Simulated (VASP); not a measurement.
Input of a VASP 6.6.1 run:

INCAR

```
SYSTEM = LiY3
PREC = Accurate
ENCUT = 520
EDIFF = 1E-6
ISMEAR = -1
SIGMA = 0.1
LREAL = .False.
LASPH = .True.
NELM = 60
ALGO = Normal
ISIF = 2
LWAVE = .False.
LCHARG = .False.
GGA = PE
NBANDS = 26
```

Contents of KPOINTS:

```
regular mesh
0
Gamma
  5 5 5
  0 0 0
```

File POSCAR:

```
LiY3
1.0
    0.0000000000      3.9128084141      3.9128084141
    3.9128084141      0.0000000000      3.9128084141
    3.9128084141      3.9128084141      0.0000000000
Li Y
1 3
Direct
    0.0000000000      0.0000000000      0.0000000000
    0.2500000000      0.2500000000      0.2500000000
    0.7500000000      0.7500000000      0.7500000000
    0.5000000000      0.5000000000      0.5000000000
```

Potentials or basis: VASP PAW PBE potentials, release 64 (Li_sv, Y_sv).

Launch:

```console
$ cat potpaw_PBE.64/Li_sv/POTCAR potpaw_PBE.64/Y_sv/POTCAR > POTCAR
$ mpirun -np 1 vasp_std > vasp.out
```

Task: Predict the band gap on the k mesh.

Result: Zero (bands 18 and 19 overlap by 0.58 eV).
